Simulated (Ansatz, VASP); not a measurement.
**One calculation of LiCl, two programs**

```
Li Cl
1.0
     3.32935    0.05823    0.05823
     0.05823    3.32935    0.05823
     0.05823    0.05823    3.32935
Li Cl
1 1
Direct
  0.00000 0.00000 0.00000
  0.50000 0.50000 0.50000
```

Change from the starting cell: shear_111 strain +5.3%.

Alike in both runs: task single point; functional HSE06; k mesh 6 × 6 × 6; no spin polarisation.

```csv
,VASP,Ansatz
version,VASP 6.6.1,Ansatz 0.2.0
potentials or method,"VASP PAW PBE potentials, release 64 (Li_sv, Cl)","plane waves, PAW"
plane-wave cutoff (eV),520,420
occupations,"gaussian, width 0.01 eV",fixed
valence electrons in the cell,10,10
```

Ansatz gave:

- gap on the k mesh at the Fermi level (eV): 5.50

Q: Estimate VASP's values.

A: gap on the k mesh at the Fermi level (eV): 5.51.

Ansatz's warnings: stress exchange threshold loose, stress scf threshold loose.

Noted on VASP's run: the cutoff is under 1.25 times that of the potentials, so the pressure is a little rough.
